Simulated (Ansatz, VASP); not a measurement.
**Ta2N: VASP beside Ansatz**

The input INCAR:

```
SYSTEM = Ta2N
ALGO = Normal
EDIFF = 1E-6
ENCUT = 520
ISIF = 2
ISMEAR = 0
LASPH = .True.
LCHARG = .False.
LREAL = .False.
LWAVE = .False.
NBANDS = 50
NELM = 80
PREC = Accurate
SIGMA = 0.15
```

File KPOINTS:

```
k-points
0
Gamma
  9 9 8
  0 0 0
```

POSCAR

```
Ta2N
1.0
    5.1945250684      0.0000000000      0.0000000000
   -2.5972625342      4.4985906699      0.0000000000
    0.0000000000      0.0000000000      4.9483045802
Ta N
6 3
Direct
    0.6908347477      0.6908347477      0.7526041962
    0.0000000000      0.3091652523      0.7526041962
    0.3091652523      0.0000000000      0.7526041962
    0.3091652523      0.3091652523      0.2473958038
    0.0000000000      0.6908347477      0.2473958038
    0.6908347477      0.0000000000      0.2473958038
    0.6666666667      0.3333333333      0.5000000000
    0.3333333333      0.6666666667      0.5000000000
    0.0000000000      0.0000000000      0.0000000000
```

Input for Ansatz:

```yaml
crystal:
  lattice:
    - [5.1945250684, 0.0, 0.0]
    - [-2.5972625342, 4.4985906699, 0.0]
    - [0.0, 0.0, 4.9483045802]
  atoms:
    - { symbol: Ta, position: [0.6908347477, 0.6908347477, 0.7526041962] }
    - { symbol: Ta, position: [0.0, 0.3091652523, 0.7526041962] }
    - { symbol: Ta, position: [0.3091652523, 0.0, 0.7526041962] }
    - { symbol: Ta, position: [0.3091652523, 0.3091652523, 0.2473958038] }
    - { symbol: Ta, position: [0.0, 0.6908347477, 0.2473958038] }
    - { symbol: Ta, position: [0.6908347477, 0.0, 0.2473958038] }
    - { symbol: "N", position: [0.6666666667, 0.3333333333, 0.5] }
    - { symbol: "N", position: [0.3333333333, 0.6666666667, 0.5] }
    - { symbol: "N", position: [0.0, 0.0, 0.0] }
basis:
  ecutwfc: 520.0
kpoints:
  mp_grid: { grid: [9, 9, 8] }
hamiltonian:
  xc: lda
  pseudopotentials: { kind: paw, azcp: { folder: soft_1 } }
scf:
  occupations: { method: gaussian, width: 0.15 }
output:
  forces: true
  stress: true
  eigenvalues: true
```

Alike in both runs: task single point; functional LDA; k mesh 9 × 9 × 8; occupations gaussian, width 0.15 eV; no spin polarisation.

|  | VASP | Ansatz |
| --- | --- | --- |
| version | VASP 6.6.1 | Ansatz 0.2.0 |
| potentials or method | VASP PAW LDA potentials, release 64 (Ta_pv, N), cutoff 520 eV | scalar-relativistic, plane waves, PAW |
| valence electrons in the cell | 81 | 93 |

|  | VASP | Ansatz | Ansatz less VASP |
| --- | --- | --- | --- |
| gap on the k mesh at the Fermi level (eV) | none | none | - |
| pressure (GPa) | 7.9 | 6.3 | -1.67 |
| traceless stress, the component that is largest in VASP (GPa) | -5.90 | -5.94 | -0.039 |
| rms of the force components (eV/Å) | 2.000 | 1.980 | -0.0202 |

Ansatz warns that its potentials were made for another functional, while VASP's fit it. LDA's correlation is that of Perdew and Zunger in VASP and of Perdew and Wang (1992) in Ansatz. Atom by atom the forces differ by 0.021 eV/Å (rms over components). A gap of «none» marks a metal or a gap that the smearing closes. VASP's potentials hold 81 valence electrons a cell and Ansatz's 93, so a difference there can come from the potentials and not from the codes.

Spin-orbit coupling is off throughout.
